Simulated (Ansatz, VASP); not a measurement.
# One calculation of Ta4O, two programs

```xyz
5
Lattice="3.3073 0.0000 0.0000 0.0000 3.3073 0.0000 0.0000 0.0000 7.5622" Properties=species:S:1:pos:R:3 pbc="T T T"
Ta    0.0000    0.0000    3.7811
Ta    1.6536    1.6536    5.9196
Ta    1.6536    1.6536    1.6426
Ta    0.0000    0.0000    0.0000
O     1.6536    1.6536    3.7811
```

Change from the starting cell: strain +0.030 along x and y, +0.030 along z, atoms carried along.

Alike in both runs: task single point; functional PBEsol; k mesh 14 × 14 × 8; occupations gaussian, width 0.15 eV; no spin polarisation.

|  | VASP | Ansatz |
| --- | --- | --- |
| version | VASP 6.6.1 | Ansatz 0.2.0 |
| potentials or method | VASP PAW PBE potentials, release 64 (Ta_pv, O), cutoff 520 eV | scalar-relativistic, plane waves, PAW |
| valence electrons in the cell | 50 | 58 |

Ansatz gave:

```
gap on the k mesh at the Fermi level (eV)                     : none
pressure (GPa)                                                : -17.2
traceless stress, the component that is largest in VASP (GPa) : -2.14
rms of the force components (eV/Å)                            : 0.058
```

Task: What did VASP give for the same quantities?

Result: gap on the k mesh at the Fermi level (eV): none; pressure (GPa): -17.1; traceless stress, the component that is largest in VASP (GPa): -2.04; rms of the force components (eV/Å): 0.045.

VASP's potentials were made for PBE, not for PBEsol. Atom by atom the forces differ by 0.012 eV/Å (rms over components). A gap of «none» marks a metal or a gap that the smearing closes. With one functional, cell and mesh, what is left measures potentials, basis and numerics. VASP's potentials hold 50 valence electrons a cell and Ansatz's 58, so a difference there can come from the potentials and not from the codes.

Neither program's run includes spin-orbit coupling.
